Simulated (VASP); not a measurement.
Set up this calculation in VASP 6.6.1, as the native input.

* Task: single point
* Functional: r2SCAN
* Potentials or basis: VASP PAW PBE potentials, release 64 (Bi_d)
* Cutoff: 520 eV
* k mesh: 6 × 6 × 6
* Occupations: gaussian, width 0.1 eV
* Spin: no spin polarisation
* Dipole correction: no
* Further INCAR settings: ALGO = Normal; EDIFF = 1e-07; NBANDS = 22

The system is Bi.

```
CELL_PARAMETERS angstrom
2.23545 1.29063 4.14536
-2.23545 1.29063 4.14536
0.00000 -2.58127 4.14536
ATOMIC_POSITIONS crystal
Bi 0.22754 0.22754 0.22754
Bi 0.77246 0.77246 0.77246
```

One way to write it, as run:

POSCAR

```
Bi
1.0
    2.2354450467      1.2906347995      4.1453648247
   -2.2354450467      1.2906347995      4.1453648247
    0.0000000000     -2.5812695989      4.1453648247
Bi
2
Direct
    0.2275400000      0.2275400000      0.2275400000
    0.7724600000      0.7724600000      0.7724600000
```

INCAR.step1

```
SYSTEM = Bi
ALGO = Normal
EDIFF = 1E-4
ENCUT = 520
GGA = PE
ISMEAR = 0
LASPH = .TRUE.
LCHARG = .FALSE.
LREAL = .FALSE.
LWAVE = .TRUE.
NBANDS = 22
NELM = 80
PREC = Accurate
SIGMA = 0.1
```

INCAR.step2

```
SYSTEM = Bi
ALGO = Normal
EDIFF = 1E-7
ENCUT = 520
ISIF = 2
ISMEAR = 0
ISTART = 1
LASPH = .TRUE.
LCHARG = .FALSE.
LMIXTAU = .TRUE.
LREAL = .FALSE.
LWAVE = .FALSE.
METAGGA = R2SCAN
NBANDS = 22
NELM = 80
PREC = Accurate
SIGMA = 0.1
```

KPOINTS

```
k-points
0
G
  6 6 6
  0 0 0
```

Potentials or basis: VASP PAW PBE potentials, release 64 (Bi_d).

Command:

```bash
$ cat potpaw_PBE.64/Bi_d/POTCAR > POTCAR
$ cp INCAR.step1 INCAR
$ mpirun -np 1 vasp_std > vasp.out
$ cp INCAR.step2 INCAR
$ mpirun -np 1 vasp_std > vasp.out
```

It gave:

```
Pressure      : 2.5 GPa
Largest force : 0.650 eV/Å
```

Caveat: the PAW data sets were made with another functional, which shifts forces and pressure a little.

Run time: 5.5 min on 1 thread of Intel Xeon 8259CL, with other jobs on the host, peak memory 0.23 GiB.
